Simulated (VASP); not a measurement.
Rb, 2 atoms in the cell. The structure is hexagonal, space group P6_3/mmc (No. 194). Conventional cell: a = 3.527 Å, b = 3.527 Å, c = 5.797 Å, α = 90.00°, β = 90.00°, γ = 120.00°. Rb (site symmetry -6m2) has 12 Rb at 3.53 to 3.54 Å within 4.6 Å.  This cell differs from its parent crystal: volume scaled by 0.4.

* Program: VASP 6.6.1
* Task: single point
* Functional: LDA
* Potentials or basis: VASP PAW LDA potentials, release 64 (Rb_sv)
* Cutoff: 520 eV
* k mesh: 9 × 9 × 5
* Occupations: fermi-dirac, width 0.1 eV
* Spin: no spin polarisation
* Dipole correction: no
* Further INCAR settings: ALGO = Normal; EDIFF = 1e-07; NBANDS = 16

Potentials or basis: VASP PAW LDA potentials, release 64 (Rb_sv).

Launch:

```console
$ cat potpaw_LDA.64/Rb_sv/POTCAR > POTCAR
$ mpirun -np 1 vasp_std > vasp.out
```

Hardware: 1 thread of Intel(R) Xeon(R) 6975P-C (Granite Rapids) (shared host).

Problem. How long does it take, and how much memory?

Solution. Run time: 12 s on 1 thread of Intel(R) Xeon(R) 6975P-C (Granite Rapids) (shared host), peak memory 0.16 GiB. Counts: scf iterations 12, k points 36.
